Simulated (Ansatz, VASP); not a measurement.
# Si2Br: VASP beside Ansatz

```
CELL_PARAMETERS angstrom
5.26171 0.00000 0.00000
0.00000 5.26171 0.00000
0.00000 0.00000 7.14716
ATOMIC_POSITIONS crystal
Si 0.50000 0.00000 0.66724
Si 0.00000 0.50000 0.83276
Si 0.00000 0.50000 0.16724
Si 0.50000 0.00000 0.33276
Br 0.50000 0.50000 0.75000
Br 0.50000 0.50000 0.25000
```

Alike in both runs: functional PBE; k mesh 8 × 8 × 8; occupations gaussian, width 0.1 eV; no spin polarisation.

Ansatz relaxed the structure, and its values are those at the end. VASP's run is a single point on that final structure, the one shown.

```csv
,VASP,Ansatz
version,VASP 6.6.1,Ansatz 0.2.0
potentials or method,"VASP PAW PBE potentials, release 64 (Si, Br), cutoff 520 eV","scalar-relativistic, plane waves, PAW"
valence electrons in the cell,30,30
```

|  | VASP | Ansatz | Ansatz less VASP |
| --- | --- | --- | --- |
| gap on the k mesh at the Fermi level (eV) | none | none | - |
| pressure (GPa) | 0.0 | 0.0 | 0.00 |

A gap of «none» marks a metal or a gap that the smearing closes.
